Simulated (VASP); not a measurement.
# Zr2B (F-43m) in VASP: further runs, part 2 of 2

VASP 6.6.1. Earlier steps stand in the parts before.

## 3. Single point, PBE

This run uses another cell than the first one, of 9.84 Å³/atom, 0.520 times its volume.

Input file INCAR:

```
SYSTEM = Zr2B
PREC = Accurate
ENCUT = 520
EDIFF = 1E-6
ISMEAR = 0
SIGMA = 0.1
LREAL = .False.
LASPH = .True.
NELM = 100
ALGO = Normal
ISIF = 2
LWAVE = .False.
LCHARG = .False.
GGA = PE
NBANDS = 20
```

Input file KPOINTS:

```
regular mesh
0
Gamma
  6 6 6
  0 0 0
```

Input file POSCAR:

```
Zr2B
1.0
    0.0000000000      2.4525758700      2.4525758700
    2.4525758700      0.0000000000      2.4525758700
    2.4525758700      2.4525758700      0.0000000000
Zr B
2 1
Direct
    0.2500000000      0.2500000000      0.2500000000
    0.0000000000      0.0000000000      0.0000000000
    0.7500000000      0.7500000000      0.7500000000
```

Potentials or basis: VASP PAW PBE potentials, release 64 (Zr_sv, B).

Run with:

```
> cat potpaw_PBE.64/Zr_sv/POTCAR potpaw_PBE.64/B/POTCAR > POTCAR
> mpirun -np 1 vasp_std > vasp.out
```

OUTCAR:

```text
SYSTEM = Zr2B
   PREC = Accurate
   ENCUT = 520
   EDIFF = 1E-6
   ISMEAR = 0
   LREAL = .False.
   LASPH = .True.
   NELM = 100
   ISIF = 2
   GGA = PE

 ion  position               nearest neighbor table
   1  0.250  0.250  0.250-   2 2.12   2 2.12   2 2.12   2 2.12   3 2.45   3 2.45   3 2.45   3 2.45
                             3 2.45   3 2.45
   2  0.000  0.000  0.000-   3 2.12   1 2.12   3 2.12   1 2.12   3 2.12   3 2.12   1 2.12   1 2.12

   3  0.750  0.750  0.750-   2 2.12   2 2.12   2 2.12   2 2.12   1 2.45   1 2.45   1 2.45   1 2.45
                             1 2.45   1 2.45

  LATTYP: Found a face centered cubic cell.
 ALAT       =     4.9051517400

  Lattice vectors:

 A1 = (   0.0000000000,   2.4525758700,   2.4525758700)
 A2 = (   2.4525758700,   0.0000000000,   2.4525758700)
 A3 = (   2.4525758700,   2.4525758700,   0.0000000000)

Analysis of symmetry for initial positions (statically):
=====================================================================
 Subroutine PRICEL returns:
 Original cell was already a primitive cell.

 Routine SETGRP: Setting up the symmetry group for a
 face centered cubic supercell.

[... 159 lines left out ...]

 E-fermi :  16.6480     XC(G=0): -14.0730

 val. band max:       16.6344760319   @ k =  -0.1667   0.1667   0.0000
 cond. band min:      16.6737074725   @ k =  -0.3333   0.1667   0.0000
 fundamental gap:      0.0392314406
 Fermi energy:        16.6480168968

 k-point     1 :       0.0000    0.0000    0.0000
  band No.  band energies     occupation
      1     -34.4117      2.00000
      2     -29.4514      2.00000
      3     -12.7932      2.00000
      4     -12.7932      2.00000
      5     -12.7932      2.00000
      6      -8.7091      2.00000
[... 357 lines left out ...]
     19      22.7855      0.00000
     20      22.9900      0.00000

------------------------ aborting loop because EDIFF is reached ----------------------------------------

  FORCE on cell =-STRESS in cart. coord.  units (eV):
  Direction    XX          YY          ZZ          XY          YZ          ZX
  --------------------------------------------------------------------------------------
  -------------------------------------------------------------------------------------
  Total       40.4927196     40.4927196     40.4927196      0.0000000     -0.0000000      0.0000000
  in kB     2198.8225359   2198.8225359   2198.8225359      0.0000000     -0.0000000      0.0000000
  external PRESSURE =    2198.8225359 kB  Pullay stress =       0.0000000 kB

 VOLUME and BASIS-vectors are now :
 -----------------------------------------------------------------------------
  energy-cutoff  :      520.00
  volume of cell :       29.51
      direct lattice vectors                 reciprocal lattice vectors
     0.000000000  2.452575870  2.452575870    -0.203867292  0.203867292  0.203867292
     2.452575870  0.000000000  2.452575870     0.203867292 -0.203867292  0.203867292
     2.452575870  2.452575870  0.000000000     0.203867292  0.203867292 -0.203867292

 POSITION                                       TOTAL-FORCE (eV/Angst)
 -----------------------------------------------------------------------------------
      1.22629      1.22629      1.22629         0.000000     -0.000000      0.000000
      0.00000      0.00000      0.00000        -0.000000     -0.000000     -0.000000
      3.67886      3.67886      3.67886         0.000000      0.000000      0.000000
 -----------------------------------------------------------------------------------
    total drift:                               -0.000000     -0.000000     -0.000000

  FREE ENERGIE OF THE ION-ELECTRON SYSTEM (eV)
  ---------------------------------------------------
  free  energy   TOTEN  =        -9.1878872270 eV

  energy  without entropy=       -9.1732950402  energy(sigma->0) =       -9.18059113
```

OSZICAR:

```text
N       E                     dE             d eps       ncg     rms          rms(c)
DAV:   1     0.279033058450E+03    0.27903E+03   -0.15282E+04   640   0.143E+03
DAV:   2     0.557340745456E+01   -0.27346E+03   -0.26668E+03   708   0.424E+02
DAV:   3    -0.105448859891E+02   -0.16118E+02   -0.15806E+02  1136   0.866E+01
DAV:   4    -0.108272955549E+02   -0.28241E+00   -0.27887E+00   768   0.996E+00
DAV:   5    -0.108338885138E+02   -0.65930E-02   -0.65897E-02   908   0.115E+00    0.796E+01
DAV:   6    -0.904696601379E+01    0.17869E+01   -0.79973E+00   720   0.188E+01    0.410E+01
DAV:   7    -0.916014701247E+01   -0.11318E+00   -0.75756E-01  1072   0.581E+00    0.130E+01
DAV:   8    -0.918854191449E+01   -0.28395E-01   -0.57659E-02   916   0.196E+00    0.113E+00
DAV:   9    -0.918831056741E+01    0.23135E-03   -0.40021E-03   740   0.621E-01    0.379E-01
DAV:  10    -0.918789370534E+01    0.41686E-03   -0.11652E-03   816   0.322E-01    0.393E-02
DAV:  11    -0.918789001378E+01    0.36916E-05   -0.46454E-05   860   0.439E-02    0.223E-02
DAV:  12    -0.918788753233E+01    0.24815E-05   -0.33562E-06   720   0.138E-02    0.945E-03
DAV:  13    -0.918788722705E+01    0.30528E-06   -0.39673E-07   400   0.521E-03
   1 F= -.91878872E+01 E0= -.91805911E+01  d E =-.145922E-01
```

stdout:

```text
POSCAR found type information on POSCAR ZrB
 POSCAR found :  2 types and       3 ions
 scaLAPACK will be used
 LDA part: xc-table for (Slater+PW92), standard interpolation
 POSCAR, INCAR and KPOINTS ok, starting setup
 FFT: planning ... GRIDC
 FFT: planning ... GRID_SOFT
 FFT: planning ... GRID
 WAVECAR not read
 entering main loop
```

Wall time 6.5 s (1 thread of Intel Xeon 6975P-C (Granite Rapids), shared host); peak memory 0.15 GiB.

Results:

| Item | Value |
| --- | --- |
| Free energy | -9.1879 eV |
| Pressure | 219.9 GPa |

Levels at points of the mesh, in eV from the Fermi level:
```tsv
k point	band 10	band 11	band 12	band 13	band 14	band 15	band 16	band 17	band 18	band 19
(0.00, 0.00, 0.00)	-4.28	-4.28	-3.32	-3.32	-3.32	3.28	3.28	3.28	7.39	9.43
(0.50, 0.00, 0.00)	-5.54	-5.54	-4.56	-2.09	-2.09	2.32	4.56	6.68	6.68	7.08
(0.50, 0.50, 0.00)	-6.52	-3.27	-3.27	0.53	0.74	1.31	3.13	3.13	3.66	7.15
```

Caveat: the k points lie up to 0.37 Å⁻¹ apart.

## 4. Single point, PBE

Input file INCAR:

```
PREC = Accurate
ENCUT = 520
EDIFF = 1E-6
ISMEAR = 0
SIGMA = 0.1
LREAL = False
LASPH = True
NELM = 100
ALGO = Normal
ISIF = 2
LWAVE = False
LCHARG = False
GGA = PE
NBANDS = 20
```

Input file KPOINTS:

```
regular mesh
0
Gamma
  6 6 6
```

Input file POSCAR:

```
Zr2B
1.0
    0.0000000000      3.0498837083      3.0498837083
    3.0498837083      0.0000000000      3.0498837083
    3.0498837083      3.0498837083      0.0000000000
Zr B
2 1
Direct
    0.2500000000      0.2500000000      0.2500000000
    0.0000000000      0.0000000000      0.0000000000
    0.7500000000      0.7500000000      0.7500000000
```

Run with:

```
> cat potpaw_PBE.64/Zr_sv/POTCAR potpaw_PBE.64/B/POTCAR > POTCAR
> mpirun -np 1 vasp_std > vasp.out
```

Wall time 7.8 s (1 thread of Intel Xeon 6975P-C (Granite Rapids), shared host); peak memory 0.17 GiB.

It converged, with:

```yaml
Free_energy: -19.4920 eV
Pressure: 0.1 GPa
```

Levels at points of the mesh, in eV from the Fermi level:
```
           k point  band 10  band 11  band 12  band 13  band 14  band 15  band 16  band 17  band 18  band 19
(0.00, 0.00, 0.00)    -1.61    -1.61    -1.61    -1.39    -1.39     0.93     0.93     0.93     3.12     5.56
(0.50, 0.00, 0.00)    -3.32    -2.58    -2.58    -0.51    -0.51     0.18     2.92     2.92     3.22     3.99
(0.50, 0.50, 0.00)    -3.18    -1.13    -1.13    -1.09    -0.05     0.92     0.92     1.22     1.75     3.23
```

## 5. The runs side by side

```csv
task,spin,cell,k mesh,cutoff (eV),gap on the mesh (eV),pressure (GPa)
relaxation of cell and atoms,"collinear, ferromagnetic start","relaxed from a = 4.313 Å, angles 60.0°, 3 atoms",14 × 14 × 14,600,none,0.0
single point,off,"a = 3.468 Å, angles 60.0°, 3 atoms",6 × 6 × 6,520,none,219.9
single point,off,"a = 4.313 Å, angles 60.0°, 3 atoms",6 × 6 × 6,520,none,0.1
```

Alike in all rows: level PBE; potentials or basis VASP PAW PBE potentials, release 64 (Zr_sv, B); smearing gaussian 0.1 eV.

Caveats: some runs use coarse meshes.

Absolute energies hang on the potentials; compare differences alone.
